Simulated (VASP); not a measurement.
# Mo in VASP: single point with PBE

Aim: the single point of Mo with PBE.

All numbers are computed with VASP 6.6.1; they aren't measurements. Logs are shortened: lines on timing, memory, paths and dates and some standing lists are left out, and cuts for length are marked.

## (1) The cell of the first run

The cell holds a slab with vacuum, 20 atoms: a = 6.321 Å, b = 6.321 Å, c = 22.321 Å, α = 90.00°, β = 90.00°, γ = 90.00°.

## (2) Single point, PBE

The input, INCAR:

```
PREC     = Accurate       # precision mode
ENCUT    = 520            # plane-wave cutoff, eV
EDIFF    = 1E-6           # SCF threshold, eV
ISMEAR   = 0              # smearing method
SIGMA    = 0.1            # smearing width, eV
LREAL    = Auto         
LASPH    = True           # aspherical terms in the spheres
NELM     = 60             # most SCF steps
ALGO     = Normal         # electronic algorithm
ISIF     = 2              # what is computed and relaxed
LWAVE    = False          # write WAVECAR
LCHARG   = False          # write CHGCAR
LDIPOL   = True         
IDIPOL   = 3            
DIPOL    = 0.5 0.5 0.498
GGA      = PE             # functional
NBANDS   = 156            # bands
```

The input, KPOINTS:

```
regular mesh
0
Gamma
  3 3 1
```

The input, POSCAR:

```
Mo
1.0
    6.3208777404      0.0000000000      0.0000000000
    0.0000000000      6.3208777404      0.0000000000
    0.0000000000      0.0000000000     22.3208777404
Mo
20
Direct
    0.2500000000      0.7500000000      0.3584088445
    0.2500000000      0.2500000000      0.3584088445
    0.7500000000      0.7500000000      0.3584088445
    0.7500000000      0.2500000000      0.3584088445
    0.5000000000      0.5000000000      0.4292044223
    0.5000000000      0.0000000000      0.4292044223
    0.0000000000      0.5000000000      0.4292044223
    0.0000000000      0.0000000000      0.4292044223
    0.7500000000      0.2500000000      0.4980266924
    0.7500000000      0.7500000000      0.4980266924
    0.2500000000      0.2500000000      0.4980266924
    0.2500000000      0.7500000000      0.4980266924
    0.0000000000      0.0000000000      0.5723788128
    0.0000000000      0.5000000000      0.5723788128
    0.5000000000      0.0000000000      0.5723788128
    0.5000000000      0.5000000000      0.5723788128
    0.2500000000      0.7500000000      0.6333506459
    0.2500000000      0.2500000000      0.6333506459
    0.7500000000      0.7500000000      0.6333506459
    0.7500000000      0.2500000000      0.6333506459
```

Potentials or basis: VASP PAW PBE potentials, release 64 (Mo_sv).

Command:

```console
$ cat potpaw_PBE.64/Mo_sv/POTCAR > POTCAR
$ mpirun -np 1 vasp_std > vasp.out
```

OUTCAR:

```text
PREC = Accurate
   ENCUT = 520
   EDIFF = 1E-6
   ISMEAR = 0
   LREAL = Auto
   LASPH = True
   NELM = 60
   ISIF = 2
   GGA = PE

 ion  position               nearest neighbor table
   1  0.250  0.750  0.358-   5 2.74   6 2.74   7 2.74   8 2.74  12 3.12   3 3.16   2 3.16   2 3.16
                             3 3.16
   2  0.250  0.250  0.358-   5 2.74   6 2.74   7 2.74   8 2.74  11 3.12   4 3.16   1 3.16   1 3.16
                             4 3.16
   3  0.750  0.750  0.358-   5 2.74   6 2.74   7 2.74   8 2.74  10 3.12   4 3.16   1 3.16   4 3.16
                             1 3.16
   4  0.750  0.250  0.358-   5 2.74   6 2.74   7 2.74   8 2.74   9 3.12   3 3.16   2 3.16   3 3.16
                             2 3.16
   5  0.500  0.500  0.429-   9 2.71  10 2.71  11 2.71  12 2.71   1 2.74   2 2.74   3 2.74   4 2.74
                             6 3.16   7 3.16   6 3.16   7 3.16  16 3.20
   6  0.500  0.000  0.429-   9 2.71  10 2.71  11 2.71  12 2.71   1 2.74   2 2.74   3 2.74   4 2.74
                             5 3.16   8 3.16   5 3.16   8 3.16  15 3.20
   7  0.000  0.500  0.429-   9 2.71  10 2.71  11 2.71  12 2.71   1 2.74   2 2.74   3 2.74   4 2.74
                             5 3.16   8 3.16   8 3.16   5 3.16  14 3.20
   8  0.000  0.000  0.429-   9 2.71  10 2.71  11 2.71  12 2.71   1 2.74   2 2.74   3 2.74   4 2.74
                             6 3.16   7 3.16   7 3.16   6 3.16  13 3.20
   9  0.750  0.250  0.498-   5 2.71   6 2.71   7 2.71   8 2.71  13 2.78  14 2.78  15 2.78  16 2.78
                            20 3.02   4 3.12  11 3.16  10 3.16  10 3.16  11 3.16
  10  0.750  0.750  0.498-   5 2.71   6 2.71   7 2.71   8 2.71  13 2.78  14 2.78  15 2.78  16 2.78
                            19 3.02   3 3.12  12 3.16   9 3.16   9 3.16  12 3.16
  11  0.250  0.250  0.498-   5 2.71   6 2.71   7 2.71   8 2.71  13 2.78  14 2.78  15 2.78  16 2.78
                            18 3.02   2 3.12  12 3.16   9 3.16  12 3.16   9 3.16
[... 23 lines left out ...]
  Lattice vectors:

 A1 = (   6.3208777404,   0.0000000000,   0.0000000000)
 A2 = (   0.0000000000,   6.3208777404,   0.0000000000)
 A3 = (   0.0000000000,   0.0000000000,  22.3208777404)

Analysis of symmetry for initial positions (statically):
=====================================================================
 Subroutine PRICEL returns following result:

  LATTYP: Found a simple tetragonal cell.
 ALAT       =     3.1604388702
 C/A-ratio  =     7.0625880320

  Lattice vectors:

 A1 = (   3.1604388702,   0.0000000000,   0.0000000000)
 A2 = (   0.0000000000,   3.1604388702,   0.0000000000)
 A3 = (   0.0000000000,   0.0000000000,  22.3208777404)

   4 primitive cells build up your supercell.

 Routine SETGRP: Setting up the symmetry group for a
 simple tetragonal supercell.

 Subroutine GETGRP returns: Found  8 space group operations
 (whereof  8 operations were pure point group operations)
 out of a pool of 16 trial point group operations.

The static configuration has the point symmetry C_4v.

Analysis of symmetry for dynamics (positions and initial velocities):
=====================================================================
 Subroutine PRICEL returns following result:

  LATTYP: Found a simple tetragonal cell.
 ALAT       =     3.1604388702
 C/A-ratio  =     7.0625880320

  Lattice vectors:

 A1 = (   3.1604388702,   0.0000000000,   0.0000000000)
 A2 = (   0.0000000000,   3.1604388702,   0.0000000000)
 A3 = (   0.0000000000,   0.0000000000,  22.3208777404)

   4 primitive cells build up your supercell.

 Routine SETGRP: Setting up the symmetry group for a
 simple tetragonal supercell.

 Subroutine GETGRP returns: Found  8 space group operations
 (whereof  8 operations were pure point group operations)
 out of a pool of 16 trial point group operations.

The dynamic configuration has the point symmetry C_4v.

 Subroutine INISYM returns: Found  8 space group operations
 (whereof  8 operations are pure point group operations),
 and found     4 'primitive' translations

----------------------------------------------------------------------------------------

                                     Primitive cell

  volume of cell :     222.9493

  direct lattice vectors                    reciprocal lattice vectors
     3.160438870  0.000000000  0.000000000     0.316411752  0.000000000  0.000000000
     0.000000000  3.160438870  0.000000000     0.000000000  0.316411752  0.000000000
     0.000000000  0.000000000 22.320877740     0.000000000  0.000000000  0.044801106

  length of vectors
     3.160438870  3.160438870 22.320877740     0.316411752  0.316411752  0.044801106

  position of ions in fractional coordinates (direct lattice)
     0.500000000  0.500000000  0.358408844
     1.000000000  1.000000000  0.429204422
     0.500000000  0.500000000  0.498026692
     0.000000000  0.000000000  0.572378813
     0.500000000  0.500000000  0.633350646

  ion indices of the primitive-cell ions
   primitive index   ion index
                 1           1
                 2           5
                 3          12
                 4          13
                 5          17

----------------------------------------------------------------------------------------

 KPOINTS: regular mesh

Automatic generation of k-mesh.
 Grid dimensions read from file:
 generate k-points for:    3    3    1

 Generating k-lattice:

  Cartesian coordinates                     Fractional coordinates (reciprocal lattice)
     0.052735292  0.000000000  0.000000000     0.333333333  0.000000000  0.000000000
     0.000000000  0.052735292  0.000000000     0.000000000  0.333333333  0.000000000
     0.000000000  0.000000000  0.044801106     0.000000000  0.000000000  1.000000000

  Length of vectors
     0.052735292  0.052735292  0.044801106

  Shift w.r.t. Gamma in fractional coordinates (k-lattice)
     0.000000000  0.000000000  0.000000000

 Subroutine IBZKPT returns following result:
 ===========================================

 Found      3 irreducible k-points:

 Following reciprocal coordinates:
            Coordinates               Weight
  0.000000  0.000000  0.000000      1.000000
  0.333333  0.000000  0.000000      4.000000
  0.333333  0.333333  0.000000      4.000000
   k-points           NKPTS =      3   k-points in BZ     NKDIM =      3   number of bands    NBANDS=    156
   number of dos      NEDOS =    301   number of ions     NIONS =     20
   total plane-waves  NPLWV = 387072
   dimension x,y,z NGX =    48 NGY =   48 NGZ =  168
   dimension x,y,z NGXF=    96 NGYF=   96 NGZF=  336
   ions per type =              20
   NGX,Y,Z   is equivalent  to a cutoff of  12.62, 12.62, 12.51 a.u.
   NGXF,Y,Z  is equivalent  to a cutoff of  25.25, 25.25, 25.03 a.u.
 SYSTEM =  unknown system
   PREC   = accura    normal or accurate (medium, high low for compatibility)
   ISTART =      0    job   : 0-new  1-cont  2-samecut
   ICHARG =      2    charge: 1-file 2-atom 10-const
   ISPIN  =      1    spin polarized calculation?
   LNONCOLLINEAR =      F non collinear calculations
   LSORBIT =      F    spin-orbit coupling
   LASPH  =      T    aspherical Exc in radial PAW
   ENCUT  =  520.0 eV  38.22 Ry    6.18 a.u.  11.75 11.75 41.50*2*pi/ulx,y,z
   NELM   =     60;   NELMIN=  2; NELMDL= -5     # of ELM steps
   EDIFF  = 0.1E-05   stopping-criterion for ELM
   LREAL  =      T    real-space projection
   EDIFFG = 0.1E-04   stopping-criterion for IOM
   NSW    =      0    number of steps for IOM
[... 5 lines left out ...]
   TEBEG  =    0.0;   TEEND  =   0.0 temperature during run
   PSTRESS=    0.0 pullay stress
   NELECT =     280.0000    total number of electrons
   NUPDOWN=      -1.0000    fix difference up-down
   EMIN   =  10.00;   EMAX   =-10.00  energy-range for DOS
   EFERMI =   0.00;   METHOD = LEGACY
   ISMEAR =     0;   SIGMA  =   0.10  broadening in eV -4-tet -1-fermi 0-gaus
   EFERMI_NEDOS =   21; number of points for ismear=-14 and -15
   IALGO  =     38    algorithm
   IMIX   =      4    mixing-type and parameters
     AMIX     =   0.40;   BMIX     =  1.00
     AMIX_MAG =   1.60;   BMIX_MAG =  1.00
  volume/ion in A,a.u.               =      44.59       300.91
  Fermi-wavevector in a.u.,A,eV,Ry     =   1.112685  2.102669 16.844931  1.238067
  Thomas-Fermi vector in A             =   2.249262
   LORBIT       =      0    0 simple, 1 ext, 2 COOP (PROOUT), +10 PAW based schemes
   GGA     = PE    functional components
   LHFCALC =     F    Hartree Fock is set to
   AEXX    =    0.0000 exact exchange contribution
   IVDW    =     0    specifies the selected vdW correction
   LEPSILON=     F    determine dielectric tensor
   LRPA    =     F    only Hartree local field effects (RPA)
 non-spin polarized calculation
 Gauss-broadening in eV      SIGMA  =   0.10
  energy-cutoff  :      520.00
  volume of cell :      891.80
 maximum number of plane-waves:     24063
 NGX is ok and might be reduce to    48
   NGX = 23   NGY = 23   NGZ = 83

 dipolmoment           0.000000      0.000000      0.019693 electrons x Angstroem

 number of electron     280.0000019 magnetization

 dipolmoment           0.000000      0.000000     -0.024641 electrons x Angstroem

 Free energy of the ion-electron system (eV)
  ---------------------------------------------------
  ext. energy  EPLUGINS =         0.00000000
  ---------------------------------------------------
  free energy    TOTEN  =      -201.65611962 eV

  energy without entropy =     -201.53574930  energy(sigma->0) =     -201.59593446

 E-fermi :   1.9130     XC(G=0):  -5.7440

 val. band max:        1.8876150873   @ k =   0.3333   0.3333   0.0000
 cond. band min:       1.9747999086   @ k =   0.3333   0.3333   0.0000
 fundamental gap:      0.0871848212
 Fermi energy:         1.9130422789

 k-point     1 :       0.0000    0.0000    0.0000
  band No.  band energies     occupation
      1     -59.3173      2.00000
      2     -59.2011      2.00000
      3     -59.2011      2.00000
      4     -59.1808      2.00000
      5     -59.1054      2.00000
      6     -59.0333      2.00000
[... 454 lines left out ...]
    151       2.7916      0.00000
    152       2.7916      0.00000
 [bands above 152 left out]

------------------------ aborting loop because EDIFF is reached ----------------------------------------

 vacuum level on the upper side and lower side of the slab       (xc-potential included)        -0.166        -0.086

  FORCE on cell =-STRESS in cart. coord.  units (eV):
  Direction    XX          YY          ZZ          XY          YZ          ZX
  --------------------------------------------------------------------------------------
  -------------------------------------------------------------------------------------
  Total      -19.4326309    -19.4326309     -5.8767179      0.0000000      0.0000000      0.0000000
  in kB      -34.9121131    -34.9121131    -10.5579446      0.0000000      0.0000000      0.0000000
  external PRESSURE =     -26.7940569 kB  Pullay stress =       0.0000000 kB

 VOLUME and BASIS-vectors are now :
 -----------------------------------------------------------------------------
  energy-cutoff  :      520.00
  volume of cell :      891.80
      direct lattice vectors                 reciprocal lattice vectors
     6.320877740  0.000000000  0.000000000     0.158205876  0.000000000  0.000000000
     0.000000000  6.320877740  0.000000000     0.000000000  0.158205876  0.000000000
     0.000000000  0.000000000 22.320877740     0.000000000  0.000000000  0.044801106

 POSITION                                       TOTAL-FORCE (eV/Angst)
 -----------------------------------------------------------------------------------
      1.58022      4.74066      8.00000        -0.000000      0.000000      1.005694
      1.58022      1.58022      8.00000        -0.000000      0.000000      1.005694
      4.74066      4.74066      8.00000        -0.000000      0.000000      1.005694
      4.74066      1.58022      8.00000        -0.000000     -0.000000      1.005694
      3.16044      3.16044      9.58022         0.000000      0.000000     -1.039283
      3.16044      0.00000      9.58022         0.000000      0.000000     -1.039283
[... 12 lines left out ...]
      4.74066      4.74066     14.13694         0.000000      0.000000      0.041525
      4.74066      1.58022     14.13694        -0.000000     -0.000000      0.041525
 -----------------------------------------------------------------------------------
    total drift:                                0.000000     -0.000000      0.003662

  FREE ENERGIE OF THE ION-ELECTRON SYSTEM (eV)
  ---------------------------------------------------
  free  energy   TOTEN  =      -201.6561196229 eV

  energy  without entropy=     -201.5357493005  energy(sigma->0) =     -201.59593446

 vacuum level on the upper side and lower side of the slab         5.733         5.815
```

Wall time 42 min (1 thread of Intel Xeon 8259CL, shared host); peak memory 0.87 GiB.

What came out:

| Property | Result |
| --- | --- |
| Free energy | -201.6561 eV |
| Largest force | 1.039 eV/Å |
| Band gap on the k mesh | zero (bands 140 and 141 overlap by 0.27 eV) |

Forces on the atoms (eV/Å):
```
Mo   0.000  0.000  1.006
Mo   0.000  0.000  1.006
Mo   0.000  0.000  1.006
Mo   0.000  0.000  1.006
Mo   0.000  0.000 -1.039
Mo   0.000  0.000 -1.039
Mo   0.000  0.000 -1.039
Mo   0.000  0.000 -1.039
Mo   0.000  0.000  0.005
Mo   0.000  0.000  0.005
Mo   0.000  0.000  0.005
Mo   0.000  0.000  0.005
Mo   0.000  0.000 -0.013
Mo   0.000  0.000 -0.013
Mo   0.000  0.000 -0.013
Mo   0.000  0.000 -0.013
Mo   0.000  0.000  0.042
Mo   0.000  0.000  0.042
Mo   0.000  0.000  0.042
Mo   0.000  0.000  0.042
```

The gap in the log of VASP goes by the Fermi energy; the results here count the filled bands.